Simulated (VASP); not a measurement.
# LiCl (P4_2/mbc) in VASP: a series of runs

Runs on LiCl. Level: PBE. Tasks: single point, relaxation of cell and atoms.

Everything below comes from runs of VASP 6.6.1. Logs are shortened: lines on timing, memory, paths and dates and some standing lists are left out, and cuts for length are marked.

## Step 1: The cell of the first run

Symmetry: P4_2/mbc, No. 135, tetragonal system. The conventional cell has a = 8.248 Å, b = 8.248 Å, c = 3.939 Å, α = 90.00°, β = 90.00°, γ = 90.00°. Li (site symmetry m) has 4 Cl at 2.02 to 2.32 Å within 2.7 Å. Cl (site symmetry m) has 4 Li at 2.02 to 2.32 Å within 2.7 Å.

The cell was built from a structure type or drawn by symmetry, and may not be a known phase.

## Step 2: Single point, PBE

INCAR reads:

```
  ALGO = Normal
  EDIFF = 1E-6
  ENCUT = 520
  GGA = PE
  ISIF = 2
  ISMEAR = 0
  LASPH = True
  LCHARG = False
  LREAL = Auto
  LWAVE = False
  NBANDS = 54
  NELM = 80
  PREC = Accurate
  SIGMA = 0.1
```

KPOINTS reads:

```
k-points
0
Gamma
  2 2 4
```

POSCAR reads:

```
LiCl
1.0
    8.2479481900      0.0000000000      0.0000000000
    0.0000000000      8.2479481900      0.0000000000
    0.0000000000      0.0000000000      3.9389927400
Li Cl
8 8
Direct
    0.6913084800      0.6225034900      0.0000000000
    0.8774965100      0.8086915200      0.5000000000
    0.3086915200      0.3774965100      0.0000000000
    0.1225034900      0.1913084800      0.5000000000
    0.6225034900      0.3086915200      0.5000000000
    0.8086915200      0.1225034900      0.0000000000
    0.3774965100      0.6913084800      0.5000000000
    0.1913084800      0.8774965100      0.0000000000
    0.1225034900      0.8086915200      0.5000000000
    0.3086915200      0.6225034900      0.0000000000
    0.8774965100      0.1913084800      0.5000000000
    0.6913084800      0.3774965100      0.0000000000
    0.1913084800      0.1225034900      0.0000000000
    0.3774965100      0.3086915200      0.5000000000
    0.8086915200      0.8774965100      0.0000000000
    0.6225034900      0.6913084800      0.5000000000
```

Potentials or basis: VASP PAW PBE potentials, release 64 (Li_sv, Cl).

The run is started by

```sh
> cat potpaw_PBE.64/Li_sv/POTCAR potpaw_PBE.64/Cl/POTCAR > POTCAR
> mpirun -np 1 vasp_std > vasp.out
```

OUTCAR:

```text
EDIFF = 1E-6
   ENCUT = 520
   GGA = PE
   ISIF = 2
   ISMEAR = 0
   LASPH = True
   LREAL = Auto
   NELM = 80
   PREC = Accurate

 ion  position               nearest neighbor table
   1  0.691  0.623  0.000-  12 2.02  16 2.13  16 2.13  15 2.32
   2  0.877  0.809  0.500-   9 2.02  15 2.13  15 2.13  16 2.32
   3  0.309  0.377  0.000-  10 2.02  14 2.13  14 2.13  13 2.32
   4  0.123  0.191  0.500-  11 2.02  13 2.13  13 2.13  14 2.32
   5  0.623  0.309  0.500-  14 2.02  12 2.13  12 2.13  11 2.32
   6  0.809  0.123  0.000-  15 2.02  11 2.13  11 2.13  12 2.32
[... 8 lines left out ...]
  15  0.809  0.877  0.000-   6 2.02   2 2.13   2 2.13   1 2.32
  16  0.623  0.691  0.500-   7 2.02   1 2.13   1 2.13   2 2.32

  LATTYP: Found a simple tetragonal cell.
 ALAT       =     8.2479481900
 C/A-ratio  =     0.4775724397

  Lattice vectors:

 A1 = (   8.2479481900,   0.0000000000,   0.0000000000)
 A2 = (   0.0000000000,   8.2479481900,   0.0000000000)
 A3 = (   0.0000000000,   0.0000000000,   3.9389927400)

Analysis of symmetry for initial positions (statically):
=====================================================================
 Subroutine PRICEL returns:
 Original cell was already a primitive cell.

 Routine SETGRP: Setting up the symmetry group for a
 simple tetragonal supercell.

 Subroutine GETGRP returns: Found 16 space group operations
 (whereof  4 operations were pure point group operations)
 out of a pool of 16 trial point group operations.

The static configuration has the point symmetry C_2h.
 The point group associated with its full space group is D_4h.

Analysis of symmetry for dynamics (positions and initial velocities):
=====================================================================
 Subroutine PRICEL returns:
 Original cell was already a primitive cell.

 Routine SETGRP: Setting up the symmetry group for a
 simple tetragonal supercell.

 Subroutine GETGRP returns: Found 16 space group operations
 (whereof  4 operations were pure point group operations)
 out of a pool of 16 trial point group operations.

The dynamic configuration has the point symmetry C_2h.
 The point group associated with its full space group is D_4h.

 Subroutine INISYM returns: Found 16 space group operations
 (whereof  4 operations are pure point group operations),
 and found     1 'primitive' translations

----------------------------------------------------------------------------------------

                                     Primitive cell

  volume of cell :     267.9644

  direct lattice vectors                    reciprocal lattice vectors
     8.247948190  0.000000000  0.000000000     0.121242275  0.000000000  0.000000000
     0.000000000  8.247948190  0.000000000     0.000000000  0.121242275  0.000000000
     0.000000000  0.000000000  3.938992740     0.000000000  0.000000000  0.253872009

  length of vectors
     8.247948190  8.247948190  3.938992740     0.121242275  0.121242275  0.253872009

  position of ions in fractional coordinates (direct lattice)
     0.691308480  0.622503490  0.000000000
     0.877496510  0.808691520  0.500000000
     0.308691520  0.377496510  0.000000000
     0.122503490  0.191308480  0.500000000
     0.622503490  0.308691520  0.500000000
     0.808691520  0.122503490  0.000000000
[... 8 lines left out ...]
     0.808691520  0.877496510  0.000000000
     0.622503490  0.691308480  0.500000000

  ion indices of the primitive-cell ions
   primitive index   ion index
                 1           1
                 2           2
                 3           3
                 4           4
                 5           5
                 6           6
[... 8 lines left out ...]
                15          15
                16          16

----------------------------------------------------------------------------------------

 KPOINTS: k-points

Automatic generation of k-mesh.
 Grid dimensions read from file:
 generate k-points for:    2    2    4

 Generating k-lattice:

  Cartesian coordinates                     Fractional coordinates (reciprocal lattice)
     0.060621137  0.000000000  0.000000000     0.500000000  0.000000000  0.000000000
     0.000000000  0.060621137  0.000000000     0.000000000  0.500000000  0.000000000
     0.000000000  0.000000000  0.063468002     0.000000000  0.000000000  0.250000000

  Length of vectors
     0.060621137  0.060621137  0.063468002

  Shift w.r.t. Gamma in fractional coordinates (k-lattice)
     0.000000000  0.000000000  0.000000000

 Subroutine IBZKPT returns following result:
 ===========================================

 Found      9 irreducible k-points:

 Following reciprocal coordinates:
            Coordinates               Weight
  0.000000  0.000000  0.000000      1.000000
  0.500000  0.000000  0.000000      2.000000
  0.500000  0.500000  0.000000      1.000000
  0.000000  0.000000  0.250000      2.000000
  0.500000  0.000000  0.250000      4.000000
  0.500000  0.500000  0.250000      2.000000
  0.000000  0.000000  0.500000      1.000000
  0.500000  0.000000  0.500000      2.000000
  0.500000  0.500000  0.500000      1.000000
   k-points           NKPTS =      9   k-points in BZ     NKDIM =      9   number of bands    NBANDS=     54
   number of dos      NEDOS =    301   number of ions     NIONS =     16
   total plane-waves  NPLWV = 122880
   dimension x,y,z NGX =    64 NGY =   64 NGZ =   30
   dimension x,y,z NGXF=   128 NGYF=  128 NGZF=   60
   ions per type =               8   8
   NGX,Y,Z   is equivalent  to a cutoff of  12.90, 12.90, 12.66 a.u.
   NGXF,Y,Z  is equivalent  to a cutoff of  25.80, 25.80, 25.32 a.u.
 SYSTEM =  unknown system
   PREC   = accura    normal or accurate (medium, high low for compatibility)
   ISTART =      0    job   : 0-new  1-cont  2-samecut
   ICHARG =      2    charge: 1-file 2-atom 10-const
   ISPIN  =      1    spin polarized calculation?
   LNONCOLLINEAR =      F non collinear calculations
   LSORBIT =      F    spin-orbit coupling
   LASPH  =      T    aspherical Exc in radial PAW
   ENCUT  =  520.0 eV  38.22 Ry    6.18 a.u.  15.34 15.34  7.32*2*pi/ulx,y,z
   NELM   =     80;   NELMIN=  2; NELMDL= -5     # of ELM steps
   EDIFF  = 0.1E-05   stopping-criterion for ELM
   LREAL  =      T    real-space projection
   EDIFFG = 0.1E-04   stopping-criterion for IOM
   NSW    =      0    number of steps for IOM
   IBRION =     -1    ionic relax: 0-MD 1-quasi-New 2-CG
   NFREE  =      0    steps in history (QN), initial steepest desc. (CG)
   ISIF   =      2    stress and relaxation
   ISYM   =      2    0-nonsym 1-usesym 2-fastsym
   POTIM  = 0.5000    time-step for ionic-motion
   TEBEG  =    0.0;   TEEND  =   0.0 temperature during run
   PSTRESS=    0.0 pullay stress
   NELECT =      80.0000    total number of electrons
   NUPDOWN=      -1.0000    fix difference up-down
   EMIN   =  10.00;   EMAX   =-10.00  energy-range for DOS
   EFERMI =   0.00;   METHOD = LEGACY
   ISMEAR =     0;   SIGMA  =   0.10  broadening in eV -4-tet -1-fermi 0-gaus
   EFERMI_NEDOS =   21; number of points for ismear=-14 and -15
   IALGO  =     38    algorithm
   IMIX   =      4    mixing-type and parameters
     AMIX     =   0.40;   BMIX     =  1.00
     AMIX_MAG =   1.60;   BMIX_MAG =  1.00
  volume/ion in A,a.u.               =      16.75       113.02
  Fermi-wavevector in a.u.,A,eV,Ry     =   1.094156  2.067655 16.288580  1.197177
  Thomas-Fermi vector in A             =   2.230455
   LORBIT       =      0    0 simple, 1 ext, 2 COOP (PROOUT), +10 PAW based schemes
   GGA     = PE    functional components
   LHFCALC =     F    Hartree Fock is set to
   AEXX    =    0.0000 exact exchange contribution
   IVDW    =     0    specifies the selected vdW correction
   LEPSILON=     F    determine dielectric tensor
   LRPA    =     F    only Hartree local field effects (RPA)
 non-spin polarized calculation
 Gauss-broadening in eV      SIGMA  =   0.10
  energy-cutoff  :      520.00
  volume of cell :      267.96
 maximum number of plane-waves:      7262
 NGX is ok and might be reduce to    64
   NGX = 31   NGY = 31   NGZ = 15

 number of electron      79.9999934 magnetization

 Free energy of the ion-electron system (eV)
  ---------------------------------------------------
  ext. energy  EPLUGINS =         0.00000000
  ---------------------------------------------------
  free energy    TOTEN  =       -51.81630524 eV

  energy without entropy =      -51.81630524  energy(sigma->0) =      -51.81630524

 E-fermi :   1.6912     XC(G=0):  -8.2611

 val. band max:        1.1356221783   @ k =   0.0000   0.0000   0.5000
 cond. band min:       5.6763636317   @ k =   0.0000   0.0000   0.0000
 fundamental gap:      4.5407414534
 Fermi energy:         1.6912305169

 k-point     1 :       0.0000    0.0000    0.0000
  band No.  band energies     occupation
      1     -42.3719      2.00000
      2     -42.3666      2.00000
      3     -42.3666      2.00000
      4     -42.3619      2.00000
      5     -42.3577      2.00000
      6     -42.3530      2.00000
[... 44 lines left out ...]
     51      10.5186      0.00000
     52      10.6107      0.00000

 k-point     2 :       0.5000    0.0000    0.0000
  band No.  band energies     occupation
      1     -42.3697      2.00000
      2     -42.3697      2.00000
      3     -42.3646      2.00000
      4     -42.3646      2.00000
      5     -42.3549      2.00000
      6     -42.3549      2.00000
[... 44 lines left out ...]
     51      10.0211      0.00000
     52      10.0211      0.00000
[... 328 lines left out ...]
     51      10.1440      0.00000
     52      10.1440      0.00000

 k-point     9 :       0.5000    0.5000    0.5000
  band No.  band energies     occupation
      1     -42.3591      2.00000
      2     -42.3591      2.00000
      3     -42.3591      2.00000
      4     -42.3591      2.00000
      5     -42.3588      2.00000
      6     -42.3588      2.00000
[... 44 lines left out ...]
     51      10.4495      0.00000
     52      10.4495      0.00000
 [bands above 52 left out]

------------------------ aborting loop because EDIFF is reached ----------------------------------------

  FORCE on cell =-STRESS in cart. coord.  units (eV):
  Direction    XX          YY          ZZ          XY          YZ          ZX
  --------------------------------------------------------------------------------------
  -------------------------------------------------------------------------------------
  Total       26.9017263     26.9017263     41.2115381      0.0000000     -0.0000000      0.0000000
  in kB      160.8472733    160.8472733    246.4066233      0.0000000     -0.0000000      0.0000000
  external PRESSURE =     189.3670566 kB  Pullay stress =       0.0000000 kB

 VOLUME and BASIS-vectors are now :
 -----------------------------------------------------------------------------
  energy-cutoff  :      520.00
  volume of cell :      267.96
      direct lattice vectors                 reciprocal lattice vectors
     8.247948190  0.000000000  0.000000000     0.121242275  0.000000000  0.000000000
     0.000000000  8.247948190  0.000000000     0.000000000  0.121242275  0.000000000
     0.000000000  0.000000000  3.938992740     0.000000000  0.000000000  0.253872009

 POSITION                                       TOTAL-FORCE (eV/Angst)
 -----------------------------------------------------------------------------------
      5.70188      5.13438      0.00000        -0.014683      0.820875      0.000000
      7.23755      6.67005      1.96950        -0.820875      0.014683      0.000000
      2.54607      3.11357      0.00000         0.014683     -0.820875     -0.000000
      1.01040      1.57790      1.96950         0.820875     -0.014683     -0.000000
      5.13438      2.54607      1.96950         0.820875      0.014683     -0.000000
      6.67005      1.01040      0.00000         0.014683      0.820875      0.000000
[... 8 lines left out ...]
      6.67005      7.23755      0.00000         0.186847     -0.249775      0.000000
      5.13438      5.70188      1.96950         0.249775     -0.186847      0.000000
 -----------------------------------------------------------------------------------
    total drift:                               -0.000000     -0.000000     -0.000000

  FREE ENERGIE OF THE ION-ELECTRON SYSTEM (eV)
  ---------------------------------------------------
  free  energy   TOTEN  =       -51.8163052428 eV

  energy  without entropy=      -51.8163052428  energy(sigma->0) =      -51.81630524
```

Wall time 4.8 min (1 thread of Intel Xeon 8259CL, shared host); peak memory 0.37 GiB.

Results:

```yaml
Free_energy: -51.8163 eV
Largest_force: 0.821 eV/Å
Band_gap_on_the_k_mesh: 4.54 eV (least direct gap 4.68 eV)
```

Forces in eV/Å, atoms in the order of the input:
```
Li  -0.015  0.821  0.000
Li  -0.821  0.015  0.000
Li   0.015 -0.821  0.000
Li   0.821 -0.015  0.000
Li   0.821  0.015  0.000
Li   0.015  0.821  0.000
Li  -0.821 -0.015  0.000
Li  -0.015 -0.821  0.000
Cl   0.250  0.187  0.000
Cl   0.187  0.250  0.000
Cl  -0.250 -0.187  0.000
Cl  -0.187 -0.250  0.000
Cl  -0.187  0.250  0.000
Cl  -0.250  0.187  0.000
Cl   0.187 -0.250  0.000
Cl   0.250 -0.187  0.000
```

Caveat: the cutoff is under 1.25 times the usual one of these potentials, so pressure, stress and relaxed cells hold a basis-set (Pulay) error.

## Step 3: Single point, PBE

This run uses another cell than the first one, of 22.48 Å³/atom.

INCAR reads:

```
ALGO     = Normal         # electronic algorithm
EDIFF    = 1E-7           # SCF threshold, eV
ENCUT    = 520            # plane-wave cutoff, eV
GGA      = PE             # functional
ISIF     = 2              # what is computed and relaxed
ISMEAR   = 0              # smearing method
LASPH    = True           # aspherical terms in the spheres
LCHARG   = False          # write CHGCAR
LREAL    = Auto         
LWAVE    = False          # write WAVECAR
NBANDS   = 54             # bands
NELM     = 80             # most SCF steps
PREC     = Accurate       # precision mode
SIGMA    = 0.1            # smearing width, eV
```

KPOINTS is that of step 2.

POSCAR reads:

```
LiCl
1.0
    8.3487804957      0.0000000000      0.0000000000
    0.0000000000      8.3487804957      0.0000000000
    0.0000000000      0.0000000000      5.1596196314
Li Cl
8 8
Direct
    0.6323517782      0.6521203736      0.0000000000
    0.8478796264      0.8676482218      0.5000000000
    0.3676482218      0.3478796264      0.0000000000
    0.1521203736      0.1323517782      0.5000000000
    0.6521203736      0.3676482218      0.5000000000
    0.8676482218      0.1521203736      0.0000000000
    0.3478796264      0.6323517782      0.5000000000
    0.1323517782      0.8478796264      0.0000000000
    0.1399713658      0.8371803015      0.5000000000
    0.3371803015      0.6399713658      0.0000000000
    0.8600286342      0.1628196985      0.5000000000
    0.6628196985      0.3600286342      0.0000000000
    0.1628196985      0.1399713658      0.0000000000
    0.3600286342      0.3371803015      0.5000000000
    0.8371803015      0.8600286342      0.0000000000
    0.6399713658      0.6628196985      0.5000000000
```

Potentials or basis: VASP PAW PBE potentials, release 64 (Li_sv, Cl).

The run is started by

```sh
> cat potpaw_PBE.64/Li_sv/POTCAR potpaw_PBE.64/Cl/POTCAR > POTCAR
> mpirun -np 1 vasp_std > vasp.out
```

It took 6.3 min on 1 thread of Intel Xeon 8259CL, shared host; peak memory 0.45 GiB.

The run converged. Its results:

```
Free energy            : -58.8282 eV
Largest force          : 0.011 eV/Å
Band gap on the k mesh : 5.45 eV
```

Forces on the atoms (eV/Å):
```
Li   0.001 -0.004  0.000
Li   0.004 -0.001  0.000
Li  -0.001  0.004  0.000
Li  -0.004  0.001  0.000
Li  -0.004 -0.001  0.000
Li  -0.001 -0.004  0.000
Li   0.004  0.001  0.000
Li   0.001  0.004  0.000
Cl  -0.004  0.010  0.000
Cl   0.010 -0.004  0.000
Cl   0.004 -0.010  0.000
Cl  -0.010  0.004  0.000
Cl  -0.010 -0.004  0.000
Cl   0.004  0.010  0.000
Cl   0.010  0.004  0.000
Cl  -0.004 -0.010  0.000
```

Levels at points of the mesh, in eV from the valence-band top:
| k point | band 36 | band 37 | band 38 | band 39 | band 40 | band 41 | band 42 | band 43 | band 44 | band 45 |
| --- | --- | --- | --- | --- | --- | --- | --- | --- | --- | --- |
| (0.00, 0.00, 0.00) | -0.52 | -0.47 | -0.38 | -0.38 | 0.00 | 5.45 | 7.42 | 7.93 | 7.93 | 8.06 |
| (0.50, 0.00, 0.00) | -0.59 | -0.48 | -0.48 | -0.27 | -0.27 | 6.24 | 6.24 | 8.01 | 8.01 | 8.27 |
| (0.50, 0.50, 0.00) | -0.46 | -0.44 | -0.44 | -0.34 | -0.34 | 6.52 | 6.52 | 7.28 | 7.28 | 8.10 |
| (0.00, 0.00, 0.50) | -0.22 | -0.22 | -0.22 | -0.22 | -0.22 | 7.21 | 7.21 | 7.36 | 7.36 | 7.49 |
| (0.50, 0.00, 0.50) | -0.47 | -0.20 | -0.20 | -0.20 | -0.20 | 7.03 | 7.03 | 7.07 | 7.07 | 7.86 |
| (0.50, 0.50, 0.50) | -0.68 | -0.18 | -0.18 | -0.18 | -0.18 | 6.82 | 6.82 | 6.82 | 6.82 | 8.01 |

Caveat: the cutoff is under 1.25 times the usual one of these potentials, so pressure, stress and relaxed cells hold a basis-set (Pulay) error.

[end of part 1 of 2]
